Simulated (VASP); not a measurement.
## Hf2Si5: single point with PBE

The system is Hf2Si5, a slab with vacuum.

```
CELL_PARAMETERS angstrom
3.65979 0.00000 0.00000
0.00000 3.68253 0.00000
0.00000 0.00000 29.60022
ATOMIC_POSITIONS crystal
Si 0.25000 0.50000 0.25219
Si 0.75000 0.00000 0.25226
Si 0.25000 0.00000 0.34706
Si 0.75000 0.00000 0.40272
Si 0.25000 0.00000 0.50002
Si 0.75000 0.50000 0.49998
Si 0.25000 0.50000 0.59728
Si 0.75000 0.50000 0.65294
Si 0.25000 0.50000 0.74774
Si 0.75000 0.00000 0.74781
Hf 0.75000 0.50000 0.32741
Hf 0.25000 0.50000 0.42875
Hf 0.75000 0.00000 0.57125
Hf 0.25000 0.00000 0.67259
```

```
Program                : VASP 6.6.1
Task                   : single point
Functional             : PBE
Potentials or basis    : VASP PAW PBE potentials, release 64 (Si, Hf_pv)
Cutoff                 : 400 eV
k mesh                 : 10 × 10 × 1
Occupations            : gaussian, width 0.1 eV
Spin                   : no spin polarisation
Dipole correction      : yes
Further INCAR settings : ALGO = Normal; EDIFF = 1e-06; NBANDS = 53; NELMDL = -8
```

* Largest force: 0.021 eV/Å
* Band gap on the k mesh: zero (bands 40 and 41 overlap by 1.19 eV)

Forces in eV/Å, atoms in the order of the input:
```
Si   0.000  0.000 -0.001
Si   0.000  0.000  0.004
Si   0.000  0.000  0.021
Si   0.000  0.000 -0.016
Si   0.000  0.000  0.000
Si   0.000  0.000  0.000
Si   0.000  0.000  0.016
Si   0.000  0.000 -0.021
Si   0.000  0.000 -0.004
Si   0.000  0.000  0.001
Hf   0.000  0.000 -0.010
Hf   0.000  0.000 -0.002
Hf   0.000  0.000  0.002
Hf   0.000  0.000  0.010
```

Levels at points of the mesh, in eV from the Fermi level:
| k point | band 35 | band 36 | band 37 | band 38 | band 39 | band 40 | band 41 | band 42 | band 43 | band 44 |
| --- | --- | --- | --- | --- | --- | --- | --- | --- | --- | --- |
| (0.00, 0.00, 0.00) | -1.54 | -1.54 | -1.50 | -1.29 | -0.03 | 0.05 | 0.40 | 1.45 | 1.49 | 1.84 |
| (0.50, 0.00, 0.00) | -0.41 | -0.41 | -0.28 | -0.28 | 0.26 | 0.26 | 0.60 | 0.60 | 0.80 | 0.80 |
| (0.00, 0.50, 0.00) | -0.71 | -0.71 | -0.30 | -0.30 | 0.11 | 0.11 | 0.24 | 0.24 | 1.25 | 1.25 |
| (0.50, 0.50, 0.00) | -2.91 | -2.91 | -2.13 | -2.13 | -0.55 | -0.55 | -0.50 | -0.50 | 2.34 | 2.34 |

Wall time 17 min on 1 thread of Intel(R) Xeon(R) Platinum 8488C (Sapphire Rapids) (shared host), peak memory 0.56 GiB.

Caveat: spin-orbit coupling is left out, which moves the levels of the heavy elements.
